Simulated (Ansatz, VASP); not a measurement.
**Pt in VASP and in Ansatz**

Contents of INCAR:

```
ALGO = Normal
EDIFF = 1E-7
ENCUT = 520
GGA = CA
ISIF = 2
ISMEAR = -1
LASPH = T
LCHARG = F
LREAL = F
LWAVE = F
NBANDS = 11
NELM = 60
PREC = Accurate
SIGMA = 0.05
```

KPOINTS

```
k-points
0
Gamma
  12 12 12
```

File POSCAR:

```
Pt
1.0
    0.0000000000      1.9208704006      1.9208704006
    1.9208704006      0.0000000000      1.9208704006
    1.9208704006      1.9208704006      0.0000000000
Pt
1
Direct
    0.0000000000      0.0000000000      0.0000000000
```

Contents of input.yaml:

```yaml
crystal:
  lattice:
    - [0.0, 1.9208704006, 1.9208704006]
    - [1.9208704006, 0.0, 1.9208704006]
    - [1.9208704006, 1.9208704006, 0.0]
  atoms:
    - { symbol: Pt, position: [0.0, 0.0, 0.0] }
kpoints:
  mp_grid: { grid: [12, 12, 12] }
scf:
  occupations: { method: fermi_dirac, width: 0.05 }
hamiltonian:
  xc: lda
  pseudopotentials: { kind: all_electron, lapw: { basis_error: 0.001 } }
output:
  forces: true
  stress: true
  eigenvalues: true
```

Change from the starting cell: volume scaled by 0.94.

Alike in both runs: task single point; functional LDA; k mesh 12 × 12 × 12; occupations fermi-dirac, width 0.05 eV; no spin polarisation.

```csv
,VASP,Ansatz
version,VASP 6.6.1,Ansatz 0.2.0
potentials or method,"VASP PAW LDA potentials, release 64 (Pt), cutoff 520 eV","all-electron LAPW, scalar-relativistic"
```

Ansatz gave:

* gap on the k mesh at the Fermi level (eV): none
* pressure (GPa): 14.0

Q: Estimate VASP's values.

A: gap on the k mesh at the Fermi level (eV): none; pressure (GPa): 14.9.

LDA's correlation is that of Perdew and Zunger in VASP and of Perdew and Wang (1992) in Ansatz. A gap of «none» marks a metal or a gap that the smearing closes. Ansatz ran all-electron here, and VASP with PAW potentials.

Neither program's run includes spin-orbit coupling.
